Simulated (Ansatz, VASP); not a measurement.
**BN: VASP beside Ansatz**

INCAR

```
SYSTEM = BN
ALGO = Normal
EDIFF = 1E-6
ENCUT = 520
GGA = PS
ISIF = 2
ISMEAR = 0
LASPH = .True.
LCHARG = .False.
LREAL = .False.
LWAVE = .False.
NBANDS = 16
NELM = 60
PREC = Accurate
SIGMA = 0.05
```

Contents of KPOINTS:

```
k-points
0
Gamma
  12 12 4
  0 0 0
```

Contents of POSCAR:

```
BN
1.0
    2.5001151158      0.0000000000      0.0000000000
   -1.2500575579      2.1651632027      0.0000000000
    0.0000000000      0.0000000000      6.3777936605
B N
2 2
Direct
    0.3333333333      0.6666666667      0.2500000000
    0.6666666667      0.3333333333      0.7500000000
    0.3333333333      0.6666666667      0.7500000000
    0.6666666667      0.3333333333      0.2500000000
```

Input for Ansatz:

```yaml
crystal:
  lattice:
    - [2.5001151158, 0.0, 0.0]
    - [-1.2500575579, 2.1651632027, 0.0]
    - [0.0, 0.0, 6.3777936605]
  atoms:
    - { symbol: B, position: [0.3333333333, 0.6666666667, 0.25] }
    - { symbol: B, position: [0.6666666667, 0.3333333333, 0.75] }
    - { symbol: "N", position: [0.3333333333, 0.6666666667, 0.75] }
    - { symbol: "N", position: [0.6666666667, 0.3333333333, 0.25] }
basis:
  ecutwfc: 520.0
kpoints:
  mp_grid: { grid: [12, 12, 4] }
hamiltonian:
  xc: pbesol
  pseudopotentials: { kind: paw, azcp: { folder: soft_1 } }
scf:
  occupations: { method: gaussian, width: 0.05 }
output:
  forces: true
  stress: true
  eigenvalues: true
  write_density: true
  write_potential: true
  elf: true
  volumetric_format: npy
```

Alike in both runs: task single point; functional PBEsol; k mesh 12 × 12 × 4; occupations gaussian, width 0.05 eV; no spin polarisation.

|  | VASP | Ansatz |
| --- | --- | --- |
| version | VASP 6.6.1 | Ansatz 0.2.0 |
| potentials or method | VASP PAW PBE potentials, release 64 (B, N), cutoff 520 eV | scalar-relativistic, plane waves, PAW |
| valence electrons in the cell | 16 | 16 |

|  | VASP | Ansatz | Ansatz less VASP |
| --- | --- | --- | --- |
| gap on the k mesh at the Fermi level (eV) | 4.08 | 4.09 | +0.007 |
| least direct gap on the mesh (eV) | 4.46 | 4.47 | +0.007 |
| pressure (GPa) | 2.4 | 2.0 | -0.48 |
| traceless stress, the component that is largest in VASP (GPa) | -0.45 | 0.19 | +0.641 |

VASP's potentials were made for PBE, not for PBEsol, and Ansatz warns of the same on its side. The functional is the same, so the differences come from potentials, cutoffs and numerics.
